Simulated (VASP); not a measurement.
# K (I4/mmm) in VASP: further runs

K is run at these levels: PBE; tasks: single point.

All numbers are computed with VASP 6.6.1; they aren't measurements. Logs are shortened: lines on timing, memory, paths and dates and some standing lists are left out, and cuts for length are marked.

**1. The cell of the first run**

The structure is tetragonal, space group I4/mmm (No. 139). Conventional cell: a = 5.236 Å, b = 5.236 Å, c = 5.498 Å, α = 90.00°, β = 90.00°, γ = 90.00°.

**2. Single point, PBE (strain +0.000 along x and y, +0.050 along z)**

The input, INCAR:

```
PREC = Accurate
ENCUT = 520
EDIFF = 1E-6
ISMEAR = 0
SIGMA = 0.15
LREAL = F
LASPH = T
NELM = 100
ALGO = Fast
ISIF = 2
LWAVE = F
LCHARG = F
GGA = PE
NBANDS = 10
```

The input, KPOINTS:

```
regular mesh
0
Gamma
  14 14 14
```

The input, POSCAR:

```
K
1.0
   -2.6180000000      2.6180000000      2.7489000000
    2.6180000000     -2.6180000000      2.7489000000
    2.6180000000      2.6180000000     -2.7489000000
K
1
Direct
    0.0000000000      0.0000000000      0.0000000000
```

Potentials or basis: VASP PAW PBE potentials, release 64 (K_sv).

Started as:

```console
$ cat potpaw_PBE.64/K_sv/POTCAR > POTCAR
$ mpirun -np 1 vasp_std > vasp.out
```

OUTCAR:

```text
PREC = Accurate
   ENCUT = 520
   EDIFF = 1E-6
   ISMEAR = 0
   LREAL = F
   LASPH = T
   NELM = 100
   ISIF = 2
   GGA = PE

 ion  position               nearest neighbor table
   1  0.000  0.000  0.000-

  LATTYP: Found a body centered tetragonal cell.
 ALAT       =     5.2360000000
 C/A-ratio  =     1.0500000000

  Lattice vectors:

 A1 = (  -2.6180000000,   2.6180000000,   2.7489000000)
 A2 = (   2.6180000000,  -2.6180000000,   2.7489000000)
 A3 = (   2.6180000000,   2.6180000000,  -2.7489000000)

Analysis of symmetry for initial positions (statically):
=====================================================================
 Subroutine PRICEL returns:
 Original cell was already a primitive cell.

 Routine SETGRP: Setting up the symmetry group for a
 body centered tetragonal supercell.

 Subroutine GETGRP returns: Found 16 space group operations
 (whereof 16 operations were pure point group operations)
 out of a pool of 16 trial point group operations.

The static configuration has the point symmetry D_4h.

Analysis of symmetry for dynamics (positions and initial velocities):
=====================================================================
 Subroutine PRICEL returns:
 Original cell was already a primitive cell.

 Routine SETGRP: Setting up the symmetry group for a
 body centered tetragonal supercell.

 Subroutine GETGRP returns: Found 16 space group operations
 (whereof 16 operations were pure point group operations)
 out of a pool of 16 trial point group operations.

The dynamic configuration has the point symmetry D_4h.

 Subroutine INISYM returns: Found 16 space group operations
 (whereof 16 operations are pure point group operations),
 and found     1 'primitive' translations

----------------------------------------------------------------------------------------

                                     Primitive cell

  volume of cell :      75.3630

  direct lattice vectors                    reciprocal lattice vectors
    -2.618000000  2.618000000  2.748900000     0.000000000  0.190985485  0.181890938
     2.618000000 -2.618000000  2.748900000     0.190985485  0.000000000  0.181890938
     2.618000000  2.618000000 -2.748900000     0.190985485  0.190985485  0.000000000

  length of vectors
     4.611322935  4.611322935  4.611322935     0.263741860  0.263741860  0.270094263

  position of ions in fractional coordinates (direct lattice)
     0.000000000  0.000000000  0.000000000

  ion indices of the primitive-cell ions
   primitive index   ion index
                 1           1

----------------------------------------------------------------------------------------

 KPOINTS: regular mesh

Automatic generation of k-mesh.
 Grid dimensions read from file:
 generate k-points for:   14   14   14

 Generating k-lattice:

  Cartesian coordinates                     Fractional coordinates (reciprocal lattice)
     0.000000000  0.013641820  0.012992210     0.071428571  0.000000000  0.000000000
     0.013641820  0.000000000  0.012992210     0.000000000  0.071428571  0.000000000
     0.013641820  0.013641820  0.000000000     0.000000000  0.000000000  0.071428571

  Length of vectors
     0.018838704  0.018838704  0.019292447

  Shift w.r.t. Gamma in fractional coordinates (k-lattice)
     0.000000000  0.000000000  0.000000000

 Subroutine IBZKPT returns following result:
 ===========================================

 Found    244 irreducible k-points:

 Following reciprocal coordinates:
            Coordinates               Weight
  0.000000  0.000000  0.000000      1.000000
  0.071429  0.000000 -0.000000      8.000000
  0.142857  0.000000 -0.000000      8.000000
  0.214286  0.000000 -0.000000      8.000000
  0.285714  0.000000 -0.000000      8.000000
  0.357143  0.000000 -0.000000      8.000000
[... 16 lines left out ...]
  0.214286  0.142857  0.000000     16.000000
  0.285714  0.142857 -0.000000     16.000000
 [... further k-points ...]
   k-points           NKPTS =    244   k-points in BZ     NKDIM =    244   number of bands    NBANDS=     10
   number of dos      NEDOS =    301   number of ions     NIONS =      1
   total plane-waves  NPLWV =  46656
   dimension x,y,z NGX =    36 NGY =   36 NGZ =   36
   dimension x,y,z NGXF=    72 NGYF=   72 NGZF=   72
   ions per type =               1
   NGX,Y,Z   is equivalent  to a cutoff of  12.98, 12.98, 12.98 a.u.
   NGXF,Y,Z  is equivalent  to a cutoff of  25.96, 25.96, 25.96 a.u.
 SYSTEM =  unknown system
   PREC   = accura    normal or accurate (medium, high low for compatibility)
   ISTART =      0    job   : 0-new  1-cont  2-samecut
   ICHARG =      2    charge: 1-file 2-atom 10-const
   ISPIN  =      1    spin polarized calculation?
   LNONCOLLINEAR =      F non collinear calculations
   LSORBIT =      F    spin-orbit coupling
   LASPH  =      T    aspherical Exc in radial PAW
   ENCUT  =  520.0 eV  38.22 Ry    6.18 a.u.   8.57  8.57  8.57*2*pi/ulx,y,z
   NELM   =    100;   NELMIN=  2; NELMDL= -5     # of ELM steps
   EDIFF  = 0.1E-05   stopping-criterion for ELM
   LREAL  =      F    real-space projection
   EDIFFG = 0.1E-04   stopping-criterion for IOM
   NSW    =      0    number of steps for IOM
   IBRION =     -1    ionic relax: 0-MD 1-quasi-New 2-CG
   NFREE  =      0    steps in history (QN), initial steepest desc. (CG)
   ISIF   =      2    stress and relaxation
   ISYM   =      2    0-nonsym 1-usesym 2-fastsym
   POTIM  = 0.5000    time-step for ionic-motion
   TEBEG  =    0.0;   TEEND  =   0.0 temperature during run
   PSTRESS=    0.0 pullay stress
   NELECT =       9.0000    total number of electrons
   NUPDOWN=      -1.0000    fix difference up-down
   EMIN   =  10.00;   EMAX   =-10.00  energy-range for DOS
   EFERMI =   0.00;   METHOD = LEGACY
   ISMEAR =     0;   SIGMA  =   0.15  broadening in eV -4-tet -1-fermi 0-gaus
   EFERMI_NEDOS =   21; number of points for ismear=-14 and -15
   IALGO  =     68    algorithm
   IMIX   =      4    mixing-type and parameters
     AMIX     =   0.40;   BMIX     =  1.00
     AMIX_MAG =   1.60;   BMIX_MAG =  1.00
  volume/ion in A,a.u.               =      75.36       508.57
  Fermi-wavevector in a.u.,A,eV,Ry     =   0.806188  1.523474  8.842955  0.649939
  Thomas-Fermi vector in A             =   1.914573
   LORBIT       =      0    0 simple, 1 ext, 2 COOP (PROOUT), +10 PAW based schemes
   GGA     = PE    functional components
   LHFCALC =     F    Hartree Fock is set to
   AEXX    =    0.0000 exact exchange contribution
   IVDW    =     0    specifies the selected vdW correction
   LEPSILON=     F    determine dielectric tensor
   LRPA    =     F    only Hartree local field effects (RPA)
 non-spin polarized calculation
 RMM-DIIS sequential band-by-band and
 Gauss-broadening in eV      SIGMA  =   0.15
  energy-cutoff  :      520.00
  volume of cell :       75.36
 maximum number of plane-waves:      2051
   NGX = 17   NGY = 17   NGZ = 17

 number of electron       9.0000000 magnetization

 Free energy of the ion-electron system (eV)
  ---------------------------------------------------
  ext. energy  EPLUGINS =         0.00000000
  ---------------------------------------------------
  free energy    TOTEN  =        -1.05120261 eV

  energy without entropy =       -1.04229134  energy(sigma->0) =       -1.04674698

 E-fermi :  -0.1704     XC(G=0):  -5.5931

 val. band max:       -0.1736777699   @ k =   0.3571   0.0714   0.0714
 cond. band min:      -0.1700811119   @ k =   0.5000   0.2143  -0.0000
 fundamental gap:      0.0035966580
 Fermi energy:        -0.1703921993

 k-point     1 :       0.0000    0.0000    0.0000
  band No.  band energies     occupation
      1     -32.3212      2.00000
      2     -15.7722      2.00000
      3     -15.7722      2.00000
      4     -15.7720      2.00000
      5      -2.2946      2.00000
      6       4.0268      0.00000
      7       4.0268      0.00000
      8       4.2569      0.00000
      9       4.8337      0.00000
     10       5.1424      0.00000

 k-point     2 :       0.0714    0.0000   -0.0000
  band No.  band energies     occupation
      1     -32.3210      2.00000
      2     -15.7752      2.00000
      3     -15.7732      2.00000
      4     -15.7721      2.00000
      5      -2.2333      2.00000
      6       3.9375      0.00000
      7       4.0016      0.00000
      8       4.2522      0.00000
      9       4.7392      0.00000
     10       5.0942      0.00000

 k-point     3 :       0.1429    0.0000   -0.0000
  band No.  band energies     occupation
      1     -32.3205      2.00000
      2     -15.7839      2.00000
      3     -15.7760      2.00000
      4     -15.7720      2.00000
      5      -2.0511      2.00000
      6       3.5832      0.00000
      7       3.8497      0.00000
      8       4.3538      0.00000
      9       4.6529      0.00000
     10       5.0254      0.00000

 k-point     4 :       0.2143    0.0000   -0.0000
  band No.  band energies     occupation
      1     -32.3198      2.00000
      2     -15.7965      2.00000
      3     -15.7800      2.00000
      4     -15.7719      2.00000
      5      -1.7538      2.00000
      6       3.0137      0.00000
      7       3.6223      0.00000
      8       4.5834      0.00000
      9       4.6920      0.00000
     10       4.9900      0.00000
[... 222 lines left out ...]
 k-point    22 :       0.1429    0.1429   -0.0000
  band No.  band energies     occupation
      1     -32.3194      2.00000
      2     -15.8014      2.00000
      3     -15.7808      2.00000
      4     -15.7742      2.00000
      5      -1.5898      2.00000
      6       2.9176      0.00000
      7       3.3065      0.00000
      8       4.5740      0.00000
      9       4.6584      0.00000
     10       5.2407      0.00000

 k-point    23 :       0.2143    0.1429    0.0000
  band No.  band energies     occupation
      1     -32.3187      2.00000
      2     -15.8120      2.00000
      3     -15.7859      2.00000
      4     -15.7748      2.00000
      5      -1.1969      2.00000
      6       2.4063      0.00000
      7       3.0261      0.00000
      8       4.6297      0.00000
      9       4.8176      0.00000
     10       5.3103      0.00000

 k-point    24 :       0.2857    0.1429   -0.0000
  band No.  band energies     occupation
      1     -32.3181      2.00000
      2     -15.8213      2.00000
      3     -15.7911      2.00000
      4     -15.7752      2.00000
      5      -0.7114      2.00000
      6       1.8107      0.00000
      7       2.8324      0.00000
      8       4.5527      0.00000
      9       5.0028      0.00000
     10       5.4249      0.00000

 [... further k-points ...]
[... 5 lines left out ...]
  --------------------------------------------------------------------------------------
  -------------------------------------------------------------------------------------
  Total       -0.0290305     -0.0290305     -0.0406690      0.0000000      0.0000000      0.0000000
  in kB       -0.6171729     -0.6171729     -0.8646018      0.0000000      0.0000000      0.0000000
  external PRESSURE =      -0.6996492 kB  Pullay stress =       0.0000000 kB

 VOLUME and BASIS-vectors are now :
 -----------------------------------------------------------------------------
  energy-cutoff  :      520.00
  volume of cell :       75.36
      direct lattice vectors                 reciprocal lattice vectors
    -2.618000000  2.618000000  2.748900000     0.000000000  0.190985485  0.181890938
     2.618000000 -2.618000000  2.748900000     0.190985485  0.000000000  0.181890938
     2.618000000  2.618000000 -2.748900000     0.190985485  0.190985485  0.000000000

 POSITION                                       TOTAL-FORCE (eV/Angst)
 -----------------------------------------------------------------------------------
      0.00000      0.00000      0.00000         0.000000     -0.000000      0.000000
 -----------------------------------------------------------------------------------
    total drift:                               -0.000000     -0.000000      0.000000

  FREE ENERGIE OF THE ION-ELECTRON SYSTEM (eV)
  ---------------------------------------------------
  free  energy   TOTEN  =        -1.0512026128 eV

  energy  without entropy=       -1.0422913401  energy(sigma->0) =       -1.04674698
```

Wall time 4 min (1 thread of Oxide Virtual Turin-like, shared host); peak memory 0.29 GiB.

Results:

```
Free energy : -1.0512 eV
Pressure    : -0.1 GPa
```

Levels at points of the mesh, in eV from the Fermi level:
```tsv
k point	band 1	band 2	band 3	band 4	band 5	band 6	band 7	band 8	band 9
(0.00, 0.00, 0.00)	-32.15	-15.60	-15.60	-15.60	-2.12	4.20	4.20	4.43	5.00
(0.50, 0.00, 0.00)	-32.15	-15.66	-15.62	-15.60	0.41	0.64	3.25	4.74	5.66
(0.50, 0.50, 0.00)	-32.15	-15.66	-15.62	-15.60	0.51	0.76	2.98	4.92	5.66
(0.50, 0.50, 0.50)	-32.14	-15.65	-15.64	-15.64	1.60	1.76	3.06	3.59	3.59
```

Caveat: the cell differs from its parent crystal (strain +0.000 along x and y, +0.050 along z).

**3. Single point, PBE (strain +0.050 along x and y, -0.050 along z)**

The input, INCAR:

```
SYSTEM = K
PREC = Accurate
ENCUT = 520
EDIFF = 1E-6
ISMEAR = 0
SIGMA = 0.15
LREAL = .FALSE.
LASPH = .TRUE.
NELM = 80
ALGO = Fast
ISIF = 2
LWAVE = .FALSE.
LCHARG = .TRUE.
GGA = PE
LELF = .TRUE.
LVHAR = .TRUE.
NBANDS = 10
```

The input, KPOINTS:

```
Automatic mesh
0
G
  14 14 14
  0 0 0
```

The input, POSCAR:

```
K
1.0
   -2.7489000000      2.7489000000      2.4871000000
    2.7489000000     -2.7489000000      2.4871000000
    2.7489000000      2.7489000000     -2.4871000000
K
1
Direct
    0.0000000000      0.0000000000      0.0000000000
```

Potentials or basis: VASP PAW PBE potentials, release 64 (K_sv).

Started as:

```console
$ cat potpaw_PBE.64/K_sv/POTCAR > POTCAR
$ mpirun -np 1 vasp_std > vasp.out
```

Wall time 3.5 min (1 thread of Oxide Virtual Turin-like, shared host); peak memory 0.29 GiB.

Results (log left out):

```yaml
Free_energy: -1.0499 eV
Pressure: -0.1 GPa
```

Stress tensor (GPa, compression positive):
```
-0.10  0.00  0.00
 0.00 -0.10  0.00
 0.00  0.00  0.02
```

Levels at points of the mesh, in eV from the Fermi level:
| k point | band 3 | band 4 | band 5 | band 6 | band 7 | band 8 |
| --- | --- | --- | --- | --- | --- | --- |
| (0.00, 0.00, 0.00) | -15.60 | -15.60 | -2.13 | 3.95 | 4.47 | 4.47 |
| (0.50, 0.00, 0.00) | -15.63 | -15.61 | 0.52 | 0.77 | 2.98 | 4.85 |
| (0.50, 0.50, 0.00) | -15.62 | -15.60 | 0.30 | 0.51 | 3.56 | 4.59 |
| (0.50, 0.50, 0.50) | -15.65 | -15.64 | 1.53 | 1.81 | 3.05 | 3.05 |

Caveat: the cell differs from its parent crystal (strain +0.050 along x and y, -0.050 along z).

**4. Single point, PBE (strain +0.050 along x and y, -0.025 along z)**

The input, INCAR:

```
PREC = Accurate
ENCUT = 520
EDIFF = 1E-6
ISMEAR = 0
SIGMA = 0.15
LREAL = False
LASPH = True
NELM = 100
ALGO = Fast
ISIF = 2
LWAVE = False
LCHARG = False
GGA = PE
NBANDS = 10
```

The input, KPOINTS:

```
Automatic mesh
0
Gamma
  14 14 14
```

The input, POSCAR:

```
K
1.0
   -2.7489000000      2.7489000000      2.5525500000
    2.7489000000     -2.7489000000      2.5525500000
    2.7489000000      2.7489000000     -2.5525500000
K
1
Direct
    0.0000000000      0.0000000000      0.0000000000
```

Started as:

```console
$ cat potpaw_PBE.64/K_sv/POTCAR > POTCAR
$ mpirun -np 1 vasp_std > vasp.out
```

Wall time 3.7 min (1 thread of Oxide Virtual Turin-like, shared host); peak memory 0.3 GiB.

Results (log left out):

- Free energy: -1.0494 eV
- Pressure: -0.1 GPa

Levels at points of the mesh, in eV from the Fermi level:
```tsv
k point	band 3	band 4	band 5	band 6	band 7	band 8
(0.00, 0.00, 0.00)	-15.62	-15.62	-2.09	4.01	4.38	4.38
(0.50, 0.00, 0.00)	-15.64	-15.62	0.50	0.73	3.02	4.80
(0.50, 0.50, 0.00)	-15.64	-15.62	0.33	0.55	3.43	4.60
(0.50, 0.50, 0.50)	-15.67	-15.66	1.58	1.79	3.08	3.08
```

Caveat: the cell differs from its parent crystal (strain +0.050 along x and y, -0.025 along z).

**5. Single point, PBE (strain +0.050 along x and y, +0.000 along z)**

The input, INCAR:

```
SYSTEM = K
PREC = Accurate
ENCUT = 520
EDIFF = 1E-6
ISMEAR = 0
SIGMA = 0.15
LREAL = .False.
LASPH = .True.
NELM = 100
ALGO = Fast
ISIF = 2
LWAVE = .False.
LCHARG = .False.
GGA = PE
NBANDS = 10
```

The input, KPOINTS:

```
regular mesh
0
Gamma
  14 14 14
  0 0 0
```

The input, POSCAR:

```
K
1.0
   -2.7489000000      2.7489000000      2.6180000000
    2.7489000000     -2.7489000000      2.6180000000
    2.7489000000      2.7489000000     -2.6180000000
K
1
Direct
    0.0000000000      0.0000000000      0.0000000000
```

Started as:

```console
$ cat potpaw_PBE.64/K_sv/POTCAR > POTCAR
$ mpirun -np 1 vasp_std > vasp.out
```

Run time: 3.8 min. Hardware: 1 thread of Oxide Virtual Turin-like, shared host; peak memory 0.3 GiB.

Results (log left out):

- Free energy: -1.0477 eV
- Pressure: -0.2 GPa

Levels at points of the mesh, in eV from the Fermi level:
```
           k point  band 2  band 3  band 4  band 5  band 6  band 7  band 8  band 9
(0.00, 0.00, 0.00)  -15.64  -15.64  -15.64   -2.06    4.06    4.30    4.30    4.92
(0.50, 0.00, 0.00)  -15.69  -15.66  -15.64    0.48    0.69    3.05    4.73    5.61
(0.50, 0.50, 0.00)  -15.69  -15.65  -15.64    0.37    0.58    3.32    4.61    5.49
(0.50, 0.50, 0.50)  -15.68  -15.68  -15.67    1.63    1.77    3.11    3.11    3.65
```

Caveat: the cell differs from its parent crystal (strain +0.050 along x and y, +0.000 along z).

**6. Summary**

| cell | gap on the mesh (eV) | pressure (GPa) |
| --- | --- | --- |
| a = 4.611 Å, angles 110.8, 110.8, 106.8°, 1 atom | none | -0.1 |
| a = 4.615 Å, angles 106.9, 106.9, 114.8°, 1 atom | none | -0.1 |
| a = 4.651 Å, angles 107.5, 107.5, 113.4°, 1 atom | none | -0.1 |
| a = 4.687 Å, angles 108.2, 108.2, 112.1°, 1 atom | none | -0.2 |

Alike in all rows: task single point; level PBE; potentials or basis VASP PAW PBE potentials, release 64 (K_sv); no spin polarisation; k mesh 14 × 14 × 14; cutoff (eV) 520; smearing gaussian 0.15 eV.

Absolute energies hang on the potentials; compare differences alone.
